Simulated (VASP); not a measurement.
# Sb (P6_3/mmc) in VASP: a series of runs, part 2 of 2

VASP 6.6.1. Earlier steps stand in the parts before.

## 5. Single point, PBEsol+D3(BJ)

This run uses another cell than the first one, of 24.86 Å³/atom, 1.070 times its volume.

Contents of INCAR:

```
PREC = Accurate ; ENCUT = 520
EDIFF = 1E-7 ; ISMEAR = -1
SIGMA = 0.05 ; LREAL = False
LASPH = True ; NELM = 60
ALGO = Normal ; ISIF = 2
LWAVE = False ; LCHARG = False
GGA = PS ; IVDW = 12
NBANDS = 12
```

Contents of KPOINTS:

```
Automatic mesh
0
Gamma
  9 9 5
```

Contents of POSCAR:

```
Sb
1.0
    3.2771842764      0.0000000000      0.0000000000
   -1.6385921382      2.8381248363      0.0000000000
    0.0000000000      0.0000000000      5.3447699592
Sb
2
Direct
    0.6666666667      0.3333333333      0.7500000000
    0.3333333333      0.6666666667      0.2500000000
```

Potentials or basis: VASP PAW PBE potentials, release 64 (Sb).

Run with:

```console
$ cat potpaw_PBE.64/Sb/POTCAR > POTCAR
$ mpirun -np 1 vasp_std > vasp.out
```

OUTCAR:

```text
PREC = Accurate
   ENCUT = 520
   EDIFF = 1E-7
   ISMEAR = -1
   LREAL = False
   LASPH = True
   NELM = 60
   ISIF = 2
   GGA = PS
   IVDW = 12
 IVDW          = 12

 ion  position               nearest neighbor table
   1  0.667  0.333  0.750-   2 3.27   2 3.27   2 3.27   2 3.27   2 3.27   2 3.27
   2  0.333  0.667  0.250-   1 3.27   1 3.27   1 3.27   1 3.27   1 3.27   1 3.27

  LATTYP: Found a hexagonal cell.
 ALAT       =     3.2771842764
 C/A-ratio  =     1.6309030889

  Lattice vectors:

 A1 = (   3.2771842764,   0.0000000000,   0.0000000000)
 A2 = (  -1.6385921382,   2.8381248363,   0.0000000000)
 A3 = (   0.0000000000,   0.0000000000,   5.3447699592)

Analysis of symmetry for initial positions (statically):
=====================================================================
 Subroutine PRICEL returns:
 Original cell was already a primitive cell.

 Routine SETGRP: Setting up the symmetry group for a
 hexagonal supercell.

 Subroutine GETGRP returns: Found 24 space group operations
 (whereof 12 operations were pure point group operations)
 out of a pool of 24 trial point group operations.

The static configuration has the point symmetry D_3d.
 The point group associated with its full space group is D_6h.

Analysis of symmetry for dynamics (positions and initial velocities):
=====================================================================
 Subroutine PRICEL returns:
 Original cell was already a primitive cell.

 Routine SETGRP: Setting up the symmetry group for a
 hexagonal supercell.

 Subroutine GETGRP returns: Found 24 space group operations
 (whereof 12 operations were pure point group operations)
 out of a pool of 24 trial point group operations.

The dynamic configuration has the point symmetry D_3d.
 The point group associated with its full space group is D_6h.

 Subroutine INISYM returns: Found 24 space group operations
 (whereof 12 operations are pure point group operations),
 and found     1 'primitive' translations

----------------------------------------------------------------------------------------

                                     Primitive cell

  volume of cell :      49.7120

  direct lattice vectors                    reciprocal lattice vectors
     3.277184276  0.000000000  0.000000000     0.305139997  0.176172659  0.000000000
    -1.638592138  2.838124836  0.000000000     0.000000000  0.352345319  0.000000000
     0.000000000  0.000000000  5.344769959     0.000000000  0.000000000  0.187098791

  length of vectors
     3.277184276  3.277184276  5.344769959     0.352345319  0.352345319  0.187098791

  position of ions in fractional coordinates (direct lattice)
     0.666666667  0.333333333  0.750000000
     0.333333333  0.666666667  0.250000000

  ion indices of the primitive-cell ions
   primitive index   ion index
                 1           1
                 2           2

----------------------------------------------------------------------------------------

 KPOINTS: Automatic mesh

Automatic generation of k-mesh.
 Grid dimensions read from file:
[... 25 lines left out ...]
  0.333333 -0.000000  0.000000      6.000000
  0.444444  0.000000  0.000000      6.000000
  0.111111  0.111111  0.000000      6.000000
[... 16 lines left out ...]
  0.333333  0.222222  0.200000     24.000000
  0.333333  0.333333  0.200000      4.000000
 [... further k-points ...]
   k-points           NKPTS =     36   k-points in BZ     NKDIM =     36   number of bands    NBANDS=     12
   number of dos      NEDOS =    301   number of ions     NIONS =      2
   total plane-waves  NPLWV =  23040
   dimension x,y,z NGX =    24 NGY =   24 NGZ =   40
   dimension x,y,z NGXF=    48 NGYF=   48 NGZF=   80
   ions per type =               2
   NGX,Y,Z   is equivalent  to a cutoff of  12.17, 12.17, 12.44 a.u.
   NGXF,Y,Z  is equivalent  to a cutoff of  24.35, 24.35, 24.88 a.u.
 SYSTEM =  unknown system
   PREC   = accura    normal or accurate (medium, high low for compatibility)
   ISTART =      0    job   : 0-new  1-cont  2-samecut
   ICHARG =      2    charge: 1-file 2-atom 10-const
   ISPIN  =      1    spin polarized calculation?
   LNONCOLLINEAR =      F non collinear calculations
   LSORBIT =      F    spin-orbit coupling
   LASPH  =      T    aspherical Exc in radial PAW
   ENCUT  =  520.0 eV  38.22 Ry    6.18 a.u.   6.09  6.09  9.94*2*pi/ulx,y,z
   NELM   =     60;   NELMIN=  2; NELMDL= -5     # of ELM steps
   EDIFF  = 0.1E-06   stopping-criterion for ELM
   LREAL  =      F    real-space projection
   EDIFFG = 0.1E-05   stopping-criterion for IOM
   NSW    =      0    number of steps for IOM
   IBRION =     -1    ionic relax: 0-MD 1-quasi-New 2-CG
   NFREE  =      0    steps in history (QN), initial steepest desc. (CG)
   ISIF   =      2    stress and relaxation
   ISYM   =      2    0-nonsym 1-usesym 2-fastsym
   POTIM  = 0.5000    time-step for ionic-motion
   TEBEG  =    0.0;   TEEND  =   0.0 temperature during run
   PSTRESS=    0.0 pullay stress
   NELECT =      10.0000    total number of electrons
   NUPDOWN=      -1.0000    fix difference up-down
   EMIN   =  10.00;   EMAX   =-10.00  energy-range for DOS
   EFERMI =   0.00;   METHOD = LEGACY
   ISMEAR =    -1;   SIGMA  =   0.05  broadening in eV -4-tet -1-fermi 0-gaus
   EFERMI_NEDOS =   21; number of points for ismear=-14 and -15
   IALGO  =     38    algorithm
   IMIX   =      4    mixing-type and parameters
     AMIX     =   0.40;   BMIX     =  1.00
     AMIX_MAG =   1.60;   BMIX_MAG =  1.00
  volume/ion in A,a.u.               =      24.86       167.74
  Fermi-wavevector in a.u.,A,eV,Ry     =   0.959226  1.812675 12.518924  0.920115
  Thomas-Fermi vector in A             =   2.088404
   LORBIT       =      0    0 simple, 1 ext, 2 COOP (PROOUT), +10 PAW based schemes
   GGA     = PS    functional components
   LHFCALC =     F    Hartree Fock is set to
   AEXX    =    0.0000 exact exchange contribution
   IVDW    =    12    specifies the selected vdW correction
   LEPSILON=     F    determine dielectric tensor
   LRPA    =     F    only Hartree local field effects (RPA)
 non-spin polarized calculation
  energy-cutoff  :      520.00
  volume of cell :       49.71
 maximum number of plane-waves:      1353
   NGX = 13   NGY = 13   NGZ = 19

 number of electron      10.0000001 magnetization

 Free energy of the ion-electron system (eV)
  ---------------------------------------------------
  ext. energy  EPLUGINS =         0.00000000
  ---------------------------------------------------
  free energy    TOTEN  =        -8.66705405 eV

  energy without entropy =       -8.65841055  energy(sigma->0) =       -8.66273230

 E-fermi :   9.3600     XC(G=0): -10.6829

 val. band max:        9.3222650630   @ k =   0.2222   0.0000   0.4000
 cond. band min:       9.4602846425   @ k =   0.1111   0.1111   0.0000
 fundamental gap:      0.1380195795
 Fermi energy:         9.3599880427

 k-point     1 :       0.0000    0.0000    0.0000
  band No.  band energies     occupation
      1      -4.1390      2.00000
      2       0.0984      2.00000
      3       3.0949      2.00000
      4      13.3958      0.00000
      5      13.3958      0.00000
      6      15.1922      0.00000
      7      15.1922      0.00000
      8      15.5018      0.00000
      9      17.5246      0.00000
     10      18.5052      0.00000
     11      19.7674      0.00000
     12      19.7674      0.00000
[... 331 lines left out ...]
 k-point    24 :       0.3333    0.3333    0.2000
  band No.  band energies     occupation
      1       1.3122      2.00000
      2       1.3122      2.00000
      3       4.7807      2.00000
      4       5.9831      2.00000
      5       5.9831      2.00000
      6       7.6066      2.00000
      7      10.2035      0.00000
      8      10.2035      0.00000
      9      13.8848      0.00000
     10      20.3126      0.00000
     11      20.3126      0.00000
     12      22.0075      0.00000

 [... further k-points ...]

------------------------ aborting loop because EDIFF is reached ----------------------------------------

 Edisp (eV)   -1.10215

 E8    (eV) :    -0.7565

  FORCE on cell =-STRESS in cart. coord.  units (eV):
  Direction    XX          YY          ZZ          XY          YZ          ZX
  --------------------------------------------------------------------------------------
  -------------------------------------------------------------------------------------
  Total      -0.12476    -0.12476    -0.11186     0.00000     0.00000     0.00000
  in kB      -4.02081    -4.02081    -3.60508     0.00000     0.00000     0.00000
  external pressure =       -3.88 kB  Pullay stress =        0.00 kB

 VOLUME and BASIS-vectors are now :
 -----------------------------------------------------------------------------
  energy-cutoff  :      520.00
  volume of cell :       49.71
      direct lattice vectors                 reciprocal lattice vectors
     3.277184276  0.000000000  0.000000000     0.305139997  0.176172659  0.000000000
    -1.638592138  2.838124836  0.000000000     0.000000000  0.352345319  0.000000000
     0.000000000  0.000000000  5.344769959     0.000000000  0.000000000  0.187098791

 POSITION                                       TOTAL-FORCE (eV/Angst)
 -----------------------------------------------------------------------------------
      1.63859      0.94604      4.00858        -0.000000      0.000000      0.000000
     -0.00000      1.89208      1.33619         0.000000     -0.000000      0.000000
 -----------------------------------------------------------------------------------
    total drift:                               -0.000000      0.000000     -0.000000

  FREE ENERGIE OF THE ION-ELECTRON SYSTEM (eV)
  ---------------------------------------------------
  free  energy   TOTEN  =        -9.7692078609 eV

  energy  without entropy=       -9.7605643615  energy(sigma->0) =       -9.76488611
```

OSZICAR:

```text
N       E                     dE             d eps       ncg     rms          rms(c)
DAV:   1     0.338015576370E+02    0.33802E+02   -0.35529E+03   864   0.660E+02
DAV:   2    -0.689657513397E+01   -0.40698E+02   -0.39358E+02  1132   0.112E+02
DAV:   3    -0.866725180692E+01   -0.17707E+01   -0.17206E+01  1096   0.254E+01
DAV:   4    -0.868150986891E+01   -0.14258E-01   -0.14257E-01  1012   0.271E+00
DAV:   5    -0.868165030223E+01   -0.14043E-03   -0.14043E-03  1024   0.302E-01    0.271E+00
DAV:   6    -0.867234083857E+01    0.93095E-02   -0.30871E-03   980   0.264E-01    0.156E+00
DAV:   7    -0.866707118392E+01    0.52697E-02   -0.61251E-03   944   0.371E-01    0.336E-02
DAV:   8    -0.866705526004E+01    0.15924E-04   -0.84700E-05  1012   0.660E-02    0.141E-02
DAV:   9    -0.866705477951E+01    0.48052E-06   -0.17990E-06  1004   0.990E-03    0.320E-03
DAV:  10    -0.866705440054E+01    0.37897E-06   -0.20893E-07   992   0.243E-03    0.238E-03
DAV:  11    -0.866705404962E+01    0.35092E-06   -0.81319E-09   572   0.595E-04    0.125E-04
DAV:  12    -0.866705405328E+01   -0.36621E-08   -0.10765E-09   480   0.244E-04
   1 F= -.97692079E+01 E0= -.97648861E+01  d E =-.864350E-02
```

Run time: 8 s. Hardware: 1 thread of Intel Xeon 6975P-C, shared host; peak memory 0.17 GiB.

Results:

```yaml
Free_energy: -9.7692 eV
Pressure: -0.4 GPa
Band_gap_on_the_k_mesh: zero (band 5 reaches 14.01 eV, above the bottom of band 6 at 6.42 eV)
Dispersion_energy_per_atom: -0.551 eV
```

Levels at points of the mesh, in eV from the Fermi level:
```csv
k point,band 1,band 2,band 3,band 4,band 5,band 6,band 7,band 8,band 9,band 10
"(0.00, 0.00, 0.00)",-13.50,-9.26,-6.27,4.04,4.04,5.83,5.83,6.14,8.16,9.15
```

Caveat: three body term missing; the PAW data sets were made with another functional, which shifts forces and pressure a little; spin-orbit coupling is left out, which moves the levels of the heavy elements; pairwise dispersion overbinds metals, which lowers pressure and volume.

## 6. Summary

```csv
level,cell,gap on the mesh (eV),pressure (GPa)
PBEsol,"a = 3.206, b = 3.206, c = 5.218 Å, angles 90.0, 90.0, 120.0°, 2 atoms",none,10.1
PBEsol,"a = 3.256, b = 3.256, c = 5.310 Å, angles 90.0, 90.0, 120.0°, 2 atoms",none,5.1
PBEsol+D3(BJ),"a = 3.271, b = 3.271, c = 5.335 Å, angles 90.0, 90.0, 120.0°, 2 atoms",none,0.0
PBEsol+D3(BJ),"a = 3.277, b = 3.277, c = 5.345 Å, angles 90.0, 90.0, 120.0°, 2 atoms",none,-0.4
```

Alike in all rows: task single point; potentials or basis VASP PAW PBE potentials, release 64 (Sb); no spin polarisation; k mesh 9 × 9 × 5; cutoff (eV) 520; smearing fermi-dirac 0.05 eV.

Caveats: the PAW data sets were made with another functional, which shifts forces and pressure a little; spin-orbit coupling is left out, which moves the levels of the heavy elements; pairwise dispersion overbinds metals, which lowers pressure and volume (some runs); three body term missing (some runs).

Total energies depend on the potentials used, so only differences within one code and one set of settings carry meaning.
